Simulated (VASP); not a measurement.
# ZnCu2SnS4 (I-4) in VASP: notebook

Aim: see how the results for ZnCu2SnS4 move with the level of theory and the settings. Levels: LDA, PBE. Tasks: single point.

All numbers are computed with VASP 6.6.1; they aren't measurements. Logs are shortened: lines on timing, memory, paths and dates and some standing lists are left out, and cuts for length are marked.

### 1 The cell of the first run

Symmetry: I-4, No. 82, tetragonal system. Conventional cell: a = 5.414 Å, b = 5.414 Å, c = 10.822 Å, α = 90.00°, β = 90.00°, γ = 90.00°. Zn (site symmetry -4) has 4 S at 2.34 Å within 3.1 Å. Cu (site symmetry -4) has 4 S at 2.30 Å within 3.0 Å. Cu (site symmetry -4) has 4 S at 2.30 Å within 3.0 Å. Within 3.2 Å of Sn (site symmetry -4) lie 4 S at 2.44 Å. Within 3.0 Å of S (site symmetry 1) lie 2 Cu at 2.30 Å and 1 Zn at 2.34 Å and 1 Sn at 2.44 Å.

### 2 Single point, LDA

INCAR reads:

```
  ALGO = Normal
  EDIFF = 1E-6
  ENCUT = 520
  ISIF = 2
  ISMEAR = 0
  LASPH = True
  LCHARG = False
  LREAL = False
  LWAVE = False
  NBANDS = 46
  NELM = 80
  PREC = Accurate
  SIGMA = 0.01
```

KPOINTS reads:

```
k-points
0
Gamma
  6 6 6
```

POSCAR reads:

```
ZnCu2SnS4
1.0
   -2.7070239496      2.7070239496      5.4111011227
    2.7070239496     -2.7070239496      5.4111011227
    2.7070239496      2.7070239496     -5.4111011227
Zn Cu Sn S
1 2 1 4
Direct
    0.2500000000      0.7500000000      0.5000000000
    0.0000000000      0.0000000000      0.0000000000
    0.7500000000      0.2500000000      0.5000000000
    0.5000000000      0.5000000000      0.0000000000
    0.3713035236      0.8934250857      1.0064641691
    0.1065749143      0.1130390835      0.4778784379
    0.8869609165      0.3648393545     -0.0064641691
    0.6351606455      0.6286964764      0.5221215621
```

Potentials or basis: VASP PAW LDA potentials, release 64 (Zn, Cu, Sn_d, S).

Run with:

```sh
cat potpaw_LDA.64/Zn/POTCAR potpaw_LDA.64/Cu/POTCAR potpaw_LDA.64/Sn_d/POTCAR potpaw_LDA.64/S/POTCAR > POTCAR
mpirun -np 1 vasp_std > vasp.out
```

OUTCAR:

```text
EDIFF = 1E-6
   ENCUT = 520
   ISIF = 2
   ISMEAR = 0
   LASPH = True
   LREAL = False
   NELM = 80
   PREC = Accurate

 ion  position               nearest neighbor table
   1  0.250  0.750  0.500-   5 2.34   8 2.34   7 2.34   6 2.34
   2  0.000  0.000  0.000-   6 2.30   7 2.30   8 2.30   5 2.30
   3  0.750  0.250  0.500-   6 2.30   5 2.30   8 2.30   7 2.30
   4  0.500  0.500  0.000-   7 2.44   6 2.44   8 2.44   5 2.44
   5  0.371  0.893  0.006-   3 2.30   2 2.30   1 2.34   4 2.44
   6  0.107  0.113  0.478-   3 2.30   2 2.30   1 2.34   4 2.44
   7  0.887  0.365  0.994-   3 2.30   2 2.30   1 2.34   4 2.44
   8  0.635  0.629  0.522-   3 2.30   2 2.30   1 2.34   4 2.44

  LATTYP: Found a body centered tetragonal cell.
 ALAT       =     5.4140478992
 C/A-ratio  =     1.9989114332

  Lattice vectors:

 A1 = (  -2.7070239496,   2.7070239496,   5.4111011227)
 A2 = (   2.7070239496,  -2.7070239496,   5.4111011227)
 A3 = (   2.7070239496,   2.7070239496,  -5.4111011227)

Analysis of symmetry for initial positions (statically):
=====================================================================
 Subroutine PRICEL returns:
 Original cell was already a primitive cell.

 Routine SETGRP: Setting up the symmetry group for a
 body centered tetragonal supercell.

 Subroutine GETGRP returns: Found  4 space group operations
 (whereof  4 operations were pure point group operations)
 out of a pool of 16 trial point group operations.

The static configuration has the point symmetry S_4 .

Analysis of symmetry for dynamics (positions and initial velocities):
=====================================================================
 Subroutine PRICEL returns:
 Original cell was already a primitive cell.

 Routine SETGRP: Setting up the symmetry group for a
 body centered tetragonal supercell.

 Subroutine GETGRP returns: Found  4 space group operations
 (whereof  4 operations were pure point group operations)
 out of a pool of 16 trial point group operations.

The dynamic configuration has the point symmetry S_4 .

 Subroutine INISYM returns: Found  4 space group operations
 (whereof  4 operations are pure point group operations),
 and found     1 'primitive' translations

----------------------------------------------------------------------------------------

                                     Primitive cell

  volume of cell :     158.6097

  direct lattice vectors                    reciprocal lattice vectors
[... 106 lines left out ...]
   ISYM   =      2    0-nonsym 1-usesym 2-fastsym
   POTIM  = 0.5000    time-step for ionic-motion
   TEBEG  =    0.0;   TEEND  =   0.0 temperature during run
   PSTRESS=    0.0 pullay stress
   NELECT =      72.0000    total number of electrons
   NUPDOWN=      -1.0000    fix difference up-down
   EMIN   =  10.00;   EMAX   =-10.00  energy-range for DOS
   EFERMI =   0.00;   METHOD = LEGACY
   ISMEAR =     0;   SIGMA  =   0.01  broadening in eV -4-tet -1-fermi 0-gaus
   EFERMI_NEDOS =   21; number of points for ismear=-14 and -15
   IALGO  =     38    algorithm
   IMIX   =      4    mixing-type and parameters
     AMIX     =   0.40;   BMIX     =  1.00
     AMIX_MAG =   1.60;   BMIX_MAG =  1.00
  volume/ion in A,a.u.               =      19.83       133.79
  Fermi-wavevector in a.u.,A,eV,Ry     =   1.258179  2.377613 21.538214  1.583014
  Thomas-Fermi vector in A             =   2.391801
   LORBIT       =      0    0 simple, 1 ext, 2 COOP (PROOUT), +10 PAW based schemes
   GGA     = CA    functional components
   LHFCALC =     F    Hartree Fock is set to
   AEXX    =    0.0000 exact exchange contribution
   IVDW    =     0    specifies the selected vdW correction
   LEPSILON=     F    determine dielectric tensor
   LRPA    =     F    only Hartree local field effects (RPA)
 non-spin polarized calculation
 Gauss-broadening in eV      SIGMA  =   0.01
  energy-cutoff  :      520.00
  volume of cell :      158.61
 maximum number of plane-waves:      4325
 NGX is ok and might be reduce to    50
   NGX = 25   NGY = 25   NGZ = 25

 number of electron      71.9999999 magnetization

 Free energy of the ion-electron system (eV)
  ---------------------------------------------------
  ext. energy  EPLUGINS =         0.00000000
  ---------------------------------------------------
  free energy    TOTEN  =       -38.34581830 eV

  energy without entropy =      -38.34581830  energy(sigma->0) =      -38.34581830

 E-fermi :   4.8249     XC(G=0): -10.2147

 val. band max:        4.7471663868   @ k =   0.0000   0.0000   0.0000
 cond. band min:       4.8711167825   @ k =   0.0000   0.0000   0.0000
 fundamental gap:      0.1239503957
 Fermi energy:         4.8249240591

 k-point     1 :       0.0000    0.0000    0.0000
  band No.  band energies     occupation
      1     -17.4103      2.00000
      2     -17.4064      2.00000
      3     -17.4063      2.00000
      4     -17.3250      2.00000
      5     -17.3198      2.00000
      6      -9.7430      2.00000
[... 1165 lines left out ...]
     45      10.5511      0.00000
     46      10.8967      0.00000

 [... further k-points ...]

------------------------ aborting loop because EDIFF is reached ----------------------------------------

  FORCE on cell =-STRESS in cart. coord.  units (eV):
  Direction    XX          YY          ZZ          XY          YZ          ZX
  --------------------------------------------------------------------------------------
  -------------------------------------------------------------------------------------
  Total       -3.7458670     -3.7458670     -3.7728190      0.0000000      0.0000000      0.0000000
  in kB      -37.8384288    -37.8384288    -38.1106814      0.0000002      0.0000000      0.0000000
  external PRESSURE =     -37.9291797 kB  Pullay stress =       0.0000000 kB

 VOLUME and BASIS-vectors are now :
 -----------------------------------------------------------------------------
  energy-cutoff  :      520.00
  volume of cell :      158.61
      direct lattice vectors                 reciprocal lattice vectors
    -2.707023950  2.707023950  5.411101123     0.000000000  0.184704683  0.092402635
     2.707023950 -2.707023950  5.411101123     0.184704683  0.000000000  0.092402635
     2.707023950  2.707023950 -5.411101123     0.184704683  0.184704683  0.000000000

 POSITION                                       TOTAL-FORCE (eV/Angst)
 -----------------------------------------------------------------------------------
      2.70702      0.00000      2.70555         0.000000     -0.000000      0.000000
      0.00000      0.00000      0.00000         0.000000     -0.000000     -0.000000
      0.00000      2.70702      2.70555         0.000000     -0.000000      0.000000
      0.00000      0.00000      5.41110         0.000000     -0.000000     -0.000000
      1.43089     -1.39590      6.80860         0.192151     -0.075322      0.085936
      1.31113      1.27613     -1.39750        -0.075322     -0.192151     -0.085936
      1.27613      4.10292      1.39750        -0.192151      0.075322      0.085936
      1.39590      1.43089      4.01361         0.075322      0.192151     -0.085936
 -----------------------------------------------------------------------------------
    total drift:                                0.000003      0.000004      0.000003

  FREE ENERGIE OF THE ION-ELECTRON SYSTEM (eV)
  ---------------------------------------------------
  free  energy   TOTEN  =       -38.3458183012 eV

  energy  without entropy=      -38.3458183012  energy(sigma->0) =      -38.34581830
```

Run time: 12 min. Hardware: 1 thread of Intel Xeon Platinum 8259CL at 2.50GHz (Skylake/Cascade Lake), shared host; peak memory 0.45 GiB.

What came out:

```
Free energy            : -38.3458 eV
Pressure               : -3.8 GPa
Largest force          : 0.224 eV/Å
Band gap on the k mesh : 0.12 eV
```

Forces on the atoms (eV/Å):
```
Zn   0.000  0.000  0.000
Cu   0.000  0.000  0.000
Cu   0.000  0.000  0.000
Sn   0.000  0.000  0.000
S    0.192 -0.075  0.086
S   -0.075 -0.192 -0.086
S   -0.192  0.075  0.086
S    0.075  0.192 -0.086
```

Caveat: the cell stands under tension; semilocal functionals underestimate gaps, and a narrow one can read as zero; spin-orbit coupling is left out, which moves the levels of the heavy elements. A k mesh can miss the band edges.

### 3 Single point, PBE

This run uses another cell than the first one, of 20.44 Å³/atom.

INCAR reads:

```
ALGO = Normal
EDIFF = 1E-7
ENCUT = 520
GGA = PE
ISIF = 2
ISMEAR = -1
LASPH = T
LCHARG = F
LREAL = F
LWAVE = F
NBANDS = 46
NELM = 60
PREC = Accurate
SIGMA = 0.02
```

KPOINTS is that of step 2.

POSCAR reads:

```
ZnCu2SnS4
1.0
   -2.7355139899      2.7355139899      5.4618138184
    2.7355139899     -2.7355139899      5.4618138184
    2.7355139899      2.7355139899     -5.4618138184
Zn Cu Sn S
1 2 1 4
Direct
    0.2500000000      0.7500000000      0.5000000000
    0.0000000000      0.0000000000      0.0000000000
    0.7500000000      0.2500000000      0.5000000000
    0.5000000000      0.5000000000      0.0000000000
    0.3711013586      0.8956040112      1.0079437568
    0.1043959888      0.1123397456      0.4754973473
    0.8876602544      0.3631576018     -0.0079437568
    0.6368423982      0.6288986414      0.5245026527
```

Potentials or basis: VASP PAW PBE potentials, release 64 (Zn, Cu, Sn_d, S).

Run with:

```sh
cat potpaw_PBE.64/Zn/POTCAR potpaw_PBE.64/Cu/POTCAR potpaw_PBE.64/Sn_d/POTCAR potpaw_PBE.64/S/POTCAR > POTCAR
mpirun -np 1 vasp_std > vasp.out
```

It took 11 min on 1 thread of Intel Xeon Platinum 8259CL at 2.50GHz (Skylake/Cascade Lake), shared host; peak memory 0.51 GiB.

Results (log left out):

| Property | Result |
| --- | --- |
| Free energy | -32.5980 eV |
| Pressure | 0.1 GPa |
| Largest force | 0.034 eV/Å |
| Band gap on the k mesh | 0.07 eV |

Forces on the atoms (eV/Å):
```
Zn   0.000  0.000  0.000
Cu   0.000  0.000  0.000
Cu   0.000  0.000  0.000
Sn   0.000  0.000  0.000
S   -0.027  0.015 -0.014
S    0.015  0.027  0.014
S    0.027 -0.015 -0.014
S   -0.015 -0.027  0.014
```

Levels at points of the mesh, in eV from the valence-band top:
| k point | band 34 | band 35 | band 36 | band 37 | band 38 | band 39 |
| --- | --- | --- | --- | --- | --- | --- |
| (0.00, 0.00, 0.00) | -0.06 | -0.06 | 0.00 | 0.07 | 1.96 | 2.67 |
| (0.50, 0.00, 0.00) | -1.09 | -1.00 | -0.49 | 1.44 | 3.04 | 3.23 |
| (0.50, 0.50, 0.00) | -0.70 | -0.50 | -0.39 | 0.49 | 2.24 | 3.05 |
| (0.50, 0.50, 0.50) | -1.10 | -0.84 | -0.84 | 1.16 | 2.01 | 2.01 |

Caveat: semilocal functionals underestimate gaps, and a narrow one can read as zero; spin-orbit coupling is left out, which moves the levels of the heavy elements. A k mesh can miss the band edges.
